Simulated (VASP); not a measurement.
# ZnS (Wurtzite-2H) (P6_3mc) in VASP: relaxation of shape and atoms at fixed volume with r2SCAN

Aim: the relaxation of shape and atoms at fixed volume of ZnS (Wurtzite-2H) with r2SCAN.

Everything below comes from runs of VASP 6.6.1. Logs are shortened: lines on timing, memory, paths and dates and some standing lists are left out, and cuts for length are marked.

## (1) The cell of the first run

It takes space group P6_3mc (No. 186, hexagonal). Conventional cell: a = 3.846 Å, b = 3.846 Å, c = 6.303 Å, α = 90.00°, β = 90.00°, γ = 120.00°. Within 3.1 Å of Zn (site symmetry 3m) lie 4 S at 2.36 Å. S (site symmetry 3m) has 4 Zn at 2.36 Å within 3.1 Å.

## (2) Relaxation of shape and atoms at fixed volume, r2SCAN

Input file POSCAR:

```
ZnS
1.0
    3.8462887776      0.0000000000      0.0000000000
   -1.9231443888      3.3309837917      0.0000000000
    0.0000000000      0.0000000000      6.3032578931
Zn S
2 2
Direct
    0.3333333333      0.6666666667      0.0051961167
    0.6666666667      0.3333333333      0.5051961167
    0.3333333333      0.6666666667      0.3798038833
    0.6666666667      0.3333333333      0.8798038833
```

Input file INCAR.step1:

```
SYSTEM = ZnS
PREC     = Accurate       ! precision mode
ENCUT    = 550            ! plane-wave cutoff, eV
ISMEAR   = 0              ! smearing method
SIGMA    = 0.05           ! smearing width, eV
LREAL    = .FALSE.        ! projectors in reciprocal space
LASPH    = .TRUE.         ! aspherical terms in the spheres
NELM     = 120            ! most SCF steps
GGA      = PE             ! functional
ALGO     = Normal         ! electronic algorithm
EDIFF    = 1E-5           ! SCF threshold, eV
LWAVE    = .TRUE.         ! write WAVECAR
LCHARG   = .FALSE.        ! write CHGCAR
GGA_COMPAT= .FALSE.      
IBRION   = 2              ! ionic algorithm
ISIF     = 3              ! what is computed and relaxed
EDIFFG   = -0.005         ! ionic threshold
NELMIN   = 4            
NSW      = 100            ! ionic steps
```

Input file INCAR.step2:

```
SYSTEM = ZnS
PREC     = Accurate       ! precision mode
ENCUT    = 550            ! plane-wave cutoff, eV
EDIFF    = 1E-7           ! SCF threshold, eV
ISMEAR   = 0              ! smearing method
SIGMA    = 0.05           ! smearing width, eV
LREAL    = .FALSE.        ! projectors in reciprocal space
LASPH    = .TRUE.         ! aspherical terms in the spheres
NELM     = 120            ! most SCF steps
ALGO     = Normal         ! electronic algorithm
ISIF     = 4              ! what is computed and relaxed
LWAVE    = .FALSE.        ! write WAVECAR
LCHARG   = .FALSE.        ! write CHGCAR
METAGGA  = R2SCAN         ! meta-GGA
LMIXTAU  = .TRUE.       
IBRION   = 2              ! ionic algorithm
NSW      = 60             ! ionic steps
EDIFFG   = -0.02          ! ionic threshold
ISTART   = 1            
GGA_COMPAT= .FALSE.      
NELMIN   = 4
```

Input file KPOINTS:

```
regular mesh
0
G
  6 6 4
  0 0 0
```

Potentials or basis: VASP PAW PBE potentials, release 64 (Zn, S).

The run is started by

```sh
> cat potpaw_PBE.64/Zn/POTCAR potpaw_PBE.64/S/POTCAR > POTCAR
> cp INCAR.step1 INCAR
> mpirun -np 1 vasp_std > vasp.out
> cp INCAR.step2 INCAR
> mpirun -np 1 vasp_std > vasp.out
```

OUTCAR:

```text
SYSTEM = ZnS
   PREC = Accurate
   ENCUT = 550
   EDIFF = 1E-7
   ISMEAR = 0
   LREAL = .FALSE.
   LASPH = .TRUE.
   NELM = 120
   ISIF = 4
   METAGGA = R2SCAN
   IBRION = 2
   NSW = 60
   EDIFFG = -0.02
   ISTART = 1
   NELMIN = 4

 ion  position               nearest neighbor table
   1  0.333  0.667  0.005-   4 2.36   4 2.36   4 2.36   3 2.36
   2  0.667  0.333  0.505-   3 2.36   3 2.36   3 2.36   4 2.36
   3  0.333  0.667  0.380-   2 2.36   2 2.36   2 2.36   1 2.36
   4  0.667  0.333  0.880-   1 2.36   1 2.36   1 2.36   2 2.36

  LATTYP: Found a hexagonal cell.
 ALAT       =     3.8462887776
 C/A-ratio  =     1.6387895599

  Lattice vectors:

 A1 = (   3.8462887776,   0.0000000000,   0.0000000000)
 A2 = (  -1.9231443888,   3.3309837917,   0.0000000000)
 A3 = (   0.0000000000,   0.0000000000,   6.3032578931)

Analysis of symmetry for initial positions (statically):
=====================================================================
 Subroutine PRICEL returns:
 Original cell was already a primitive cell.

 Routine SETGRP: Setting up the symmetry group for a
 hexagonal supercell.

 Subroutine GETGRP returns: Found 12 space group operations
 (whereof  6 operations were pure point group operations)
 out of a pool of 24 trial point group operations.

The static configuration has the point symmetry C_3v.
 The point group associated with its full space group is C_6v.

Analysis of symmetry for dynamics (positions and initial velocities):
=====================================================================
 Subroutine PRICEL returns:
 Original cell was already a primitive cell.

 Routine SETGRP: Setting up the symmetry group for a
 hexagonal supercell.

 Subroutine GETGRP returns: Found 12 space group operations
 (whereof  6 operations were pure point group operations)
 out of a pool of 24 trial point group operations.

The dynamic configuration has the point symmetry C_3v.
 The point group associated with its full space group is C_6v.

 Subroutine INISYM returns: Found 12 space group operations
 (whereof  6 operations are pure point group operations),
 and found     1 'primitive' translations

----------------------------------------------------------------------------------------

                                     Primitive cell
[... 89 lines left out ...]
   ENCUT  =  550.0 eV  40.42 Ry    6.36 a.u.   7.35  7.35 12.05*2*pi/ulx,y,z
   NELM   =    120;   NELMIN=  4; NELMDL=  0     # of ELM steps
   EDIFF  = 0.1E-06   stopping-criterion for ELM
   LREAL  =      F    real-space projection
   EDIFFG = -.2E-01   stopping-criterion for IOM
   NSW    =     60    number of steps for IOM
   IBRION =      2    ionic relax: 0-MD 1-quasi-New 2-CG
   NFREE  =      1    steps in history (QN), initial steepest desc. (CG)
   ISIF   =      4    stress and relaxation
   ISYM   =      2    0-nonsym 1-usesym 2-fastsym
   POTIM  = 0.5000    time-step for ionic-motion
   TEBEG  =    0.0;   TEEND  =   0.0 temperature during run
   PSTRESS=    0.0 pullay stress
   NELECT =      36.0000    total number of electrons
   NUPDOWN=      -1.0000    fix difference up-down
   EMIN   =  10.00;   EMAX   =-10.00  energy-range for DOS
   EFERMI =   0.00;   METHOD = LEGACY
   ISMEAR =     0;   SIGMA  =   0.05  broadening in eV -4-tet -1-fermi 0-gaus
   EFERMI_NEDOS =   21; number of points for ismear=-14 and -15
   IALGO  =     38    algorithm
   IMIX   =      4    mixing-type and parameters
     AMIX     =   0.40;   BMIX     =  1.00
     AMIX_MAG =   1.60;   BMIX_MAG =  1.00
  volume/ion in A,a.u.               =      20.19       136.24
  Fermi-wavevector in a.u.,A,eV,Ry     =   1.250593  2.363277 21.279263  1.563982
  Thomas-Fermi vector in A             =   2.384580
   LORBIT       =      0    0 simple, 1 ext, 2 COOP (PROOUT), +10 PAW based schemes
   METAGGA = R2SCAN    functional components
   LHFCALC =     F    Hartree Fock is set to
   AEXX    =    0.0000 exact exchange contribution
   IVDW    =     0    specifies the selected vdW correction
   LEPSILON=     F    determine dielectric tensor
   LRPA    =     F    only Hartree local field effects (RPA)
 conjugate gradient relaxation of ions
 non-spin polarized calculation
 Gauss-broadening in eV      SIGMA  =   0.05
  energy-cutoff  :      550.00
  volume of cell :       80.76
 maximum number of plane-waves:      2394
 NGX is ok and might be reduce to    30
   NGX = 15   NGY = 15   NGZ = 25

 number of electron      36.0000011 magnetization

 Free energy of the ion-electron system (eV)
  ---------------------------------------------------
  ext. energy  EPLUGINS =         0.00000000
  ---------------------------------------------------
  free energy    TOTEN  =       -37.70327504 eV

  energy without entropy =      -37.70327504  energy(sigma->0) =      -37.70327504

 E-fermi :   1.8493     XC(G=0): -10.1599

 val. band max:        1.6347359325   @ k =   0.0000   0.0000   0.0000
 cond. band min:       4.2803833634   @ k =   0.0000   0.0000   0.0000
 fundamental gap:      2.6456474309
 Fermi energy:         1.8492547709

 k-point     1 :       0.0000    0.0000    0.0000
  band No.  band energies     occupation
      1     -11.8994      2.00000
      2     -10.9927      2.00000
      3      -4.7802      2.00000
      4      -4.7678      2.00000
      5      -4.7678      2.00000
      6      -4.6823      2.00000
[... 514 lines left out ...]
     21       8.3547      0.00000
     22       8.3547      0.00000

------------------------ aborting loop because EDIFF is reached ----------------------------------------

  FORCE on cell =-STRESS in cart. coord.  units (eV):
  Direction    XX          YY          ZZ          XY          YZ          ZX
  --------------------------------------------------------------------------------------
  -------------------------------------------------------------------------------------
  Total       -1.1049078     -1.1049078     -1.0959000      0.0000000      0.0000000      0.0000000
  in kB      -21.9208368    -21.9208368    -21.7421262      0.0000000      0.0000000      0.0000000
  external PRESSURE =     -21.8612666 kB  Pullay stress =       0.0000000 kB

 VOLUME and BASIS-vectors are now :
 -----------------------------------------------------------------------------
  energy-cutoff  :      550.00
  volume of cell :       80.76
      direct lattice vectors                 reciprocal lattice vectors
     3.846288778  0.000000000  0.000000000     0.259990879  0.150105804  0.000000000
    -1.923144389  3.330983792  0.000000000     0.000000000  0.300211608  0.000000000
     0.000000000  0.000000000  6.303257893     0.000000000  0.000000000  0.158648118

 POSITION                                       TOTAL-FORCE (eV/Angst)
 -----------------------------------------------------------------------------------
     -0.00000      2.22066      0.03275        -0.000000     -0.000000      0.013310
      1.92314      1.11033      3.18438         0.000000      0.000000      0.013310
     -0.00000      2.22066      2.39400         0.000000      0.000000     -0.013310
      1.92314      1.11033      5.54563        -0.000000      0.000000     -0.013310
 -----------------------------------------------------------------------------------
    total drift:                               -0.000000      0.000000      0.051921

  FREE ENERGIE OF THE ION-ELECTRON SYSTEM (eV)
  ---------------------------------------------------
  free  energy   TOTEN  =       -37.7032750412 eV

  energy  without entropy=      -37.7032750412  energy(sigma->0) =      -37.70327504

 reached required accuracy - stopping structural energy minimisation
```

OSZICAR.step1:

```text
N       E                     dE             d eps       ncg     rms          rms(c)
DAV:   1     0.237827491809E+03    0.23783E+03   -0.18063E+04   924   0.203E+03
DAV:   2     0.886270578472E+01   -0.22896E+03   -0.22377E+03   942   0.383E+02
DAV:   3    -0.139605267287E+02   -0.22823E+02   -0.22452E+02  1098   0.121E+02
DAV:   4    -0.145365811949E+02   -0.57605E+00   -0.57505E+00  1080   0.194E+01
[... 12 lines left out ...]
DAV:   2    -0.136913898019E+02    0.40720E-02   -0.16399E-02  1074   0.308E+00    0.197E-01
DAV:   3    -0.136908922907E+02    0.49751E-03   -0.65405E-04  1026   0.179E-01    0.952E-02
DAV:   4    -0.136907665519E+02    0.12574E-03   -0.65996E-05  1072   0.630E-02    0.525E-02
DAV:   5    -0.136907379159E+02    0.28636E-04   -0.73520E-06   570   0.948E-02    0.318E-03
DAV:   6    -0.136907398560E+02   -0.19401E-05   -0.23947E-05   662   0.621E-02
   2 F= -.13690740E+02 E0= -.13690740E+02  d E =-.151782E-04
```

Run time: 2 min. Hardware: 1 thread of Intel Xeon Platinum 8488C (Sapphire Rapids), shared host; peak memory 0.22 GiB.

Results:

- Free energy: -37.7033 eV
- Pressure after relaxing: -2.2 GPa
- Largest force after relaxing: 0.013 eV/Å
- Band gap on the k mesh: 2.65 eV, direct

Forces on the atoms (eV/Å):
```
Zn   0.000  0.000  0.013
Zn   0.000  0.000  0.013
S    0.000  0.000 -0.013
S    0.000  0.000 -0.013
```

Final structure:
```
Zn S
1.0
     3.84629    0.00000    0.00000
    -1.92314    3.33098    0.00000
     0.00000    0.00000    6.30326
Zn S
2 2
Direct
  0.33333 0.66667 0.00520
  0.66667 0.33333 0.50520
  0.33333 0.66667 0.37980
  0.66667 0.33333 0.87980
```

Caveat: the relaxation stopped at its first step, so nothing moved; the PAW data sets were made with another functional, which shifts forces and pressure a little. r2SCAN opens gaps a little over a GGA but as a rule still falls short of measured ones.
